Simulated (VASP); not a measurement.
# InP (Fm-3m) in VASP: a series of runs

Runs on InP. Level: PBEsol. Tasks: elastic constants, vibrations by perturbation theory.

Program: VASP 6.6.1. These are calculated values, not measurements. Logs are shortened: lines on timing, memory, paths and dates and some standing lists are left out, and cuts for length are marked.

## Step 1: The cell of the first run

The structure is cubic, space group Fm-3m (No. 225). Conventional cell: a = 5.367 Å, b = 5.367 Å, c = 5.367 Å, α = 90.00°, β = 90.00°, γ = 90.00°. Within 3.5 Å of In (site symmetry m-3m) lie 6 P at 2.68 Å. Within 3.5 Å of P (site symmetry m-3m) lie 6 In at 2.68 Å.

## Step 2: Elastic constants, PBEsol

Contents of INCAR:

```
  PREC = Accurate
  ENCUT = 600
  EDIFF = 1E-8
  ISMEAR = -1
  SIGMA = 0.15
  LREAL = F
  LASPH = T
  NELM = 60
  ALGO = Normal
  ISIF = 3
  LWAVE = F
  LCHARG = F
  GGA = PS
  NBANDS = 16
  IBRION = 6
  NFREE = 2
  POTIM = 0.015
  NSW = 1
```

Contents of KPOINTS:

```
Automatic mesh
0
Gamma
  14 14 14
```

Contents of POSCAR:

```
InP
1.0
    0.0000000000      2.6836306170      2.6836306170
    2.6836306170      0.0000000000      2.6836306170
    2.6836306170      2.6836306170      0.0000000000
In P
1 1
Direct
    0.0000000000      0.0000000000      0.0000000000
    0.5000000000      0.5000000000      0.5000000000
```

Potentials or basis: VASP PAW PBE potentials, release 64 (In_d, P).

Launch:

```
cat potpaw_PBE.64/In_d/POTCAR potpaw_PBE.64/P/POTCAR > POTCAR
mpirun -np 1 vasp_std > vasp.out
```

OUTCAR:

```text
PREC = Accurate
   ENCUT = 600
   EDIFF = 1E-8
   ISMEAR = -1
   LREAL = F
   LASPH = T
   NELM = 60
   ISIF = 3
   GGA = PS
   IBRION = 6
   NFREE = 2
   POTIM = 0.015
   NSW = 1

 ion  position               nearest neighbor table
   1  0.000  0.000  0.000-   2 2.68   2 2.68   2 2.68   2 2.68   2 2.68   2 2.68
   2  0.500  0.500  0.500-   1 2.68   1 2.68   1 2.68   1 2.68   1 2.68   1 2.68

  LATTYP: Found a face centered cubic cell.
 ALAT       =     5.3672612340

  Lattice vectors:

 A1 = (   0.0000000000,   2.6836306170,   2.6836306170)
 A2 = (   2.6836306170,   0.0000000000,   2.6836306170)
 A3 = (   2.6836306170,   2.6836306170,   0.0000000000)

Analysis of symmetry for initial positions (statically):
=====================================================================
 Subroutine PRICEL returns:
 Original cell was already a primitive cell.

 Routine SETGRP: Setting up the symmetry group for a
 face centered cubic supercell.

 Subroutine GETGRP returns: Found 48 space group operations
 (whereof 48 operations were pure point group operations)
 out of a pool of 48 trial point group operations.

The static configuration has the point symmetry O_h .

Analysis of symmetry for dynamics (positions and initial velocities):
=====================================================================
 Subroutine PRICEL returns:
 Original cell was already a primitive cell.

 Routine SETGRP: Setting up the symmetry group for a
 face centered cubic supercell.

 Subroutine GETGRP returns: Found 48 space group operations
 (whereof 48 operations were pure point group operations)
 out of a pool of 48 trial point group operations.

The dynamic configuration has the point symmetry O_h .

 Subroutine INISYM returns: Found 48 space group operations
 (whereof 48 operations are pure point group operations),
 and found     1 'primitive' translations
[... 346 lines left out ...]
      3      -6.1106      2.00000
      4      -6.1106      2.00000
      5      -6.1105      2.00000
      6      -4.6390      2.00000
[... 433 lines left out ...]
      3      -6.1307      2.00000
      4      -6.0577      2.00000
      5      -6.0369      2.00000
      6      -3.5658      2.00000
[... 8 lines left out ...]
     15      18.4848      0.00000
     16      18.7134      0.00000

 [... further k-points ...]

------------------------ aborting loop because EDIFF is reached ----------------------------------------

  FORCE on cell =-STRESS in cart. coord.  units (eV):
  Direction    XX          YY          ZZ          XY          YZ          ZX
  --------------------------------------------------------------------------------------
  -------------------------------------------------------------------------------------
  Total        1.2365581      1.2271133      1.2271133      0.0000000      0.0000000      0.0000000
  in kB       51.2538986     50.8624198     50.8624198      0.0000000      0.0000000      0.0000000
  external PRESSURE =      50.9929128 kB  Pullay stress =       0.0000000 kB
[... 17 lines left out ...]
  FREE ENERGIE OF THE ION-ELECTRON SYSTEM (eV)
  ---------------------------------------------------
  free  energy   TOTEN  =        -8.7982355213 eV

  energy  without entropy=       -8.7342739565  energy(sigma->0) =       -8.76625474

 INTERNAL STRAIN TENSORS FROM STRAINED CELLS
 ============================================

 INTERNAL STRAIN TENSOR FOR ION    1 for displacements in x,y,z  (eV/Angst):
          X           Y           Z          XY          YZ          ZX
  --------------------------------------------------------------------------------
  x    -0.00000    -0.00000     0.00000    -0.00000     0.00000     0.00000
  y    -0.00000    -0.00000     0.00000     0.00000     0.00000    -0.00000
  z    -0.00000    -0.00000     0.00000     0.00000    -0.00000    -0.00000

 INTERNAL STRAIN TENSORS FROM DISPLACED ATOMS
 ============================================

 INTERNAL STRAIN TENSOR FOR ION    1 for displacements in x,y,z  (eV/Angst):
          X           Y           Z          XY          YZ          ZX
  --------------------------------------------------------------------------------
  x     0.00000     0.00000     0.00000     0.00000     0.00000     0.00000
  y     0.00000     0.00000     0.00000     0.00000     0.00000     0.00000
  z     0.00000     0.00000     0.00000     0.00000     0.00000     0.00000

 INTERNAL STRAIN TENSOR FOR ION    2 for displacements in x,y,z  (eV/Angst):
          X           Y           Z          XY          YZ          ZX
  --------------------------------------------------------------------------------
  x     0.00000     0.00000     0.00000     0.00000     0.00000     0.00000
  y     0.00000     0.00000     0.00000     0.00000     0.00000     0.00000
  z     0.00000     0.00000     0.00000     0.00000     0.00000     0.00000

 Eigenvectors and eigenvalues of the dynamical matrix
 ----------------------------------------------------

   1 f  =    6.013067 THz    37.781214 2PiTHz  200.574325 cm-1    24.868036 meV
             X         Y         Z           dx          dy          dz
      0.000000  0.000000  0.000000    -0.460429    0.000000    0.000000
      2.683631  2.683631  2.683631     0.887697   -0.000000    0.000000
[... 21 lines left out ...]
   6 f/i=    0.003350 THz     0.021047 2PiTHz    0.111734 cm-1     0.013853 meV
             X         Y         Z           dx          dy          dz
      0.000000  0.000000  0.000000    -0.049937    0.554778    0.691183
      2.683631  2.683631  2.683631    -0.025901    0.287751    0.358501

--------------------------------------------------------------------------------------------------------

 ELASTIC MODULI CONTR FROM IONIC RELAXATION (kBar)
 Direction    XX          YY          ZZ          XY          YZ          ZX
 --------------------------------------------------------------------------------
 XX           0.0000      0.0000      0.0000      0.0000      0.0000      0.0000
 YY           0.0000      0.0000      0.0000      0.0000      0.0000      0.0000
 ZZ           0.0000      0.0000      0.0000      0.0000      0.0000      0.0000
 XY           0.0000      0.0000      0.0000      0.0000      0.0000      0.0000
 YZ           0.0000      0.0000      0.0000      0.0000      0.0000      0.0000
 ZX           0.0000      0.0000      0.0000      0.0000      0.0000      0.0000
 --------------------------------------------------------------------------------

 TOTAL ELASTIC MODULI (kBar)
 Direction    XX          YY          ZZ          XY          YZ          ZX
 --------------------------------------------------------------------------------
 XX        2102.5695    485.8126    485.8126     -0.0000      0.0000     -0.0000
 YY         485.8126   2102.5695    485.8126     -0.0000      0.0000      0.0000
 ZZ         485.8126    485.8126   2102.5695     -0.0000     -0.0000      0.0000
 XY          -0.0000     -0.0000     -0.0000    318.8863     -0.0000      0.0000
 YZ           0.0000      0.0000     -0.0000     -0.0000    318.8863      0.0000
 ZX          -0.0000      0.0000      0.0000      0.0000      0.0000    318.8863
 --------------------------------------------------------------------------------
```

OSZICAR:

```text
N       E                     dE             d eps       ncg     rms          rms(c)
DAV:   1     0.115231260196E+03    0.11523E+03   -0.92683E+03  3376   0.152E+03
DAV:   2    -0.192109804765E+01   -0.11715E+03   -0.11172E+03  3712   0.336E+02
DAV:   3    -0.893727449698E+01   -0.70162E+01   -0.69110E+01  4320   0.751E+01
[... 204 lines left out ...]
DAV:   3    -0.879824142781E+01    0.74985E-04   -0.39436E-04  8640   0.125E-01    0.248E-02
DAV:   4    -0.879823560211E+01    0.58257E-05   -0.65894E-05 10600   0.464E-02    0.140E-02
DAV:   5    -0.879823557072E+01    0.31392E-07   -0.84967E-06  8880   0.177E-02    0.698E-03
DAV:   6    -0.879823553105E+01    0.39666E-07   -0.51410E-07 10416   0.506E-03    0.295E-03
DAV:   7    -0.879823552130E+01    0.97589E-08   -0.61943E-08 10024   0.164E-03
  17 F= -.87982355E+01 E0= -.87662547E+01  d E =-.639616E-01
```

Run time: 63 min. Hardware: 1 thread of Intel Xeon Platinum 8488C (Sapphire Rapids), shared host; peak memory 0.92 GiB.

What came out:

```yaml
Elastic_constants_C11_C12_C44: 210, 49, 32 GPa
Voigt_bulk_modulus: 102 GPa
Highest_phonon_frequency_at_Γ_LO-TO_splitting_left_out: 201 cm⁻¹
```

Phonon frequencies in cm⁻¹ (negative: imaginary):
```tsv
q point	frequencies
(0.000, 0.000, 0.000)	0 0 0 201 201 201
```

Elastic tensor in Voigt notation (GPa, in the Cartesian axes of the cell as first typed):
```
210  49  49   0   0   0
 49 210  49   0   0   0
 49  49 210   0   0   0
  0   0   0  32   0   0
  0   0   0   0  32   0
  0   0   0   0   0  32
```

Clamped-ion elastic tensor (GPa):
```
210  49  49   0   0   0
 49 210  49   0   0   0
 49  49 210   0   0   0
  0   0   0  32   0   0
  0   0   0   0  32   0
  0   0   0   0   0  32
```

Caveat: the cell is under stress, which shifts elastic constants; the PAW data sets were made with another functional, which shifts forces and pressure a little; spin-orbit coupling is left out, which moves the levels of the heavy elements.

## Step 3: Vibrations by perturbation theory, PBEsol

This run uses another cell than the first one, of 17.32 Å³/atom.

Contents of INCAR:

```
SYSTEM = InP
ALGO = Normal
EDIFF = 1E-8
ENCUT = 520
GGA = PS
IBRION = 8
ISIF = 2
ISMEAR = -1
LASPH = .TRUE.
LCHARG = .FALSE.
LREAL = .FALSE.
LWAVE = .FALSE.
NELM = 80
NSW = 1
PREC = Accurate
SIGMA = 0.15
```

Contents of KPOINTS:

```
k-points
0
G
  14 14 14
  0 0 0
```

Contents of POSCAR:

```
InP
1.0
    0.0000000000      2.5871656956      2.5871656956
    2.5871656956      0.0000000000      2.5871656956
    2.5871656956      2.5871656956      0.0000000000
In P
1 1
Direct
    0.0000000000      0.0000000000      0.0000000000
    0.5000000000      0.5000000000      0.5000000000
```

Potentials or basis: VASP PAW PBE potentials, release 64 (In_d, P).

Launch:

```
cat potpaw_PBE.64/In_d/POTCAR potpaw_PBE.64/P/POTCAR > POTCAR
mpirun -np 1 vasp_std > vasp.out
```

OUTCAR:

```text
SYSTEM = InP
   EDIFF = 1E-8
   ENCUT = 520
   GGA = PS
   IBRION = 8
   ISIF = 2
   ISMEAR = -1
   LASPH = .TRUE.
   LREAL = .FALSE.
   NELM = 80
   NSW = 1
   PREC = Accurate

 ion  position               nearest neighbor table
   1  0.000  0.000  0.000-   2 2.59   2 2.59   2 2.59   2 2.59   2 2.59   2 2.59
   2  0.500  0.500  0.500-   1 2.59   1 2.59   1 2.59   1 2.59   1 2.59   1 2.59

  LATTYP: Found a face centered cubic cell.
 ALAT       =     5.1743313912

  Lattice vectors:

 A1 = (   0.0000000000,   2.5871656956,   2.5871656956)
 A2 = (   2.5871656956,   0.0000000000,   2.5871656956)
 A3 = (   2.5871656956,   2.5871656956,   0.0000000000)

Analysis of symmetry for initial positions (statically):
=====================================================================
 Subroutine PRICEL returns:
[... 612 lines left out ...]
  energy without entropy =       -0.04727977

------------------------ aborting loop because EDIFF is reached ----------------------------------------

 INTERNAL STRAIN TENSOR  FOR ION    2  DIRECTION 1   (eV/Angst):
 -----------------------------------------------------------------------------
    -0.06383  0.00000  0.00000
    -0.00000  0.03710  0.00000
     0.00000  0.00000  0.03710

 INTERNAL STRAIN TENSOR FOR ION    2 for displacements in x,y,z  (eV/Angst):
          X           Y           Z          XY          YZ          ZX
  --------------------------------------------------------------------------------
  x     0.00000     0.00000     0.00000     0.00000     0.00000     0.00000
  y     0.00000     0.00000     0.00000     0.00000     0.00000     0.00000
  z     0.00000     0.00000     0.00000     0.00000     0.00000     0.00000

 SECOND DERIVATIVES (NOT SYMMETRIZED)
 ------------------------------------
               1X          1Y          1Z          2X          2Y          2Z
  1X    -6.245306    0.000000    0.000000    6.245306    0.000000    0.000000
  1Y     0.000000   -6.245306    0.000000    0.000000    6.245306    0.000000
  1Z     0.000000    0.000000   -6.245306    0.000000    0.000000    6.245306
  2X     6.221032    0.000000    0.000000   -6.221032    0.000000    0.000000
  2Y     0.000000    6.221032    0.000000    0.000000   -6.221032    0.000000
  2Z     0.000000    0.000000    6.221032    0.000000    0.000000   -6.221032

 Eigenvectors and eigenvalues of the dynamical matrix
 ----------------------------------------------------

   1 f  =    7.898133 THz    49.625432 2PiTHz  263.453350 cm-1    32.664038 meV
             X         Y         Z           dx          dy          dz
      0.000000  0.000000  0.000000    -0.000000   -0.461631   -0.000000
      2.587166  2.587166  2.587166     0.000000    0.887072    0.000000
[... 21 lines left out ...]
   6 f/i=    0.006298 THz     0.039570 2PiTHz    0.210069 cm-1     0.026045 meV
             X         Y         Z           dx          dy          dz
      0.000000  0.000000  0.000000     0.611459   -0.642641   -0.005290
      2.587166  2.587166  2.587166     0.318202   -0.334429   -0.002753

--------------------------------------------------------------------------------------------------------

 ELASTIC MODULI CONTR FROM IONIC RELAXATION (kBar)
 Direction    XX          YY          ZZ          XY          YZ          ZX
 --------------------------------------------------------------------------------
 XX           0.0000      0.0000      0.0000      0.0000      0.0000      0.0000
 YY           0.0000      0.0000      0.0000      0.0000      0.0000      0.0000
 ZZ           0.0000      0.0000      0.0000      0.0000      0.0000      0.0000
 XY           0.0000      0.0000      0.0000      0.0000      0.0000      0.0000
 YZ           0.0000      0.0000      0.0000      0.0000      0.0000      0.0000
 ZX           0.0000      0.0000      0.0000      0.0000      0.0000      0.0000
 --------------------------------------------------------------------------------
```

OSZICAR:

```text
N       E                     dE             d eps       ncg     rms          rms(c)
DAV:   1     0.111594421037E+03    0.11159E+03   -0.88668E+03  2719   0.175E+03
DAV:   2    -0.206551826120E+01   -0.11366E+03   -0.11028E+03  2839   0.347E+02
DAV:   3    -0.870205892828E+01   -0.66365E+01   -0.64023E+01  3518   0.851E+01
DAV:   4    -0.886008246627E+01   -0.15802E+00   -0.15697E+00  3241   0.128E+01
[... 45 lines left out ...]
RMM:   8    -0.472802870110E-01   -0.11416E-05    0.10241E-07 12377   0.166E-03    0.209E-03
RMM:   9    -0.472799187895E-01    0.36822E-06    0.13076E-06 12305   0.647E-04    0.106E-04
RMM:  10    -0.472797981326E-01    0.12066E-06    0.33849E-07 12320   0.265E-04    0.680E-05
RMM:  11    -0.472797767036E-01    0.21429E-07   -0.29050E-07 12651   0.106E-04    0.347E-05
RMM:  12    -0.472797742551E-01    0.24485E-08    0.22306E-08 12149   0.530E-05    0.550E-05
 Linear response finished
```

Run time: 3.1 min. Hardware: 1 thread of AMD EPYC 9R45 (Zen 5), shared host; peak memory 0.36 GiB.

What came out:

```yaml
Highest_phonon_frequency_at_Γ_LO-TO_splitting_left_out: 263 cm⁻¹
```

Phonon frequencies in cm⁻¹ (negative: imaginary):
| q point | frequencies |
| --- | --- |
| (0.000, 0.000, 0.000) | 0 0 0 263 263 263 |

Caveat: the cell stands under pressure or tension, which shifts response properties; the PAW data sets were made with another functional, which shifts forces and pressure a little; spin-orbit coupling is left out, which moves the levels of the heavy elements.
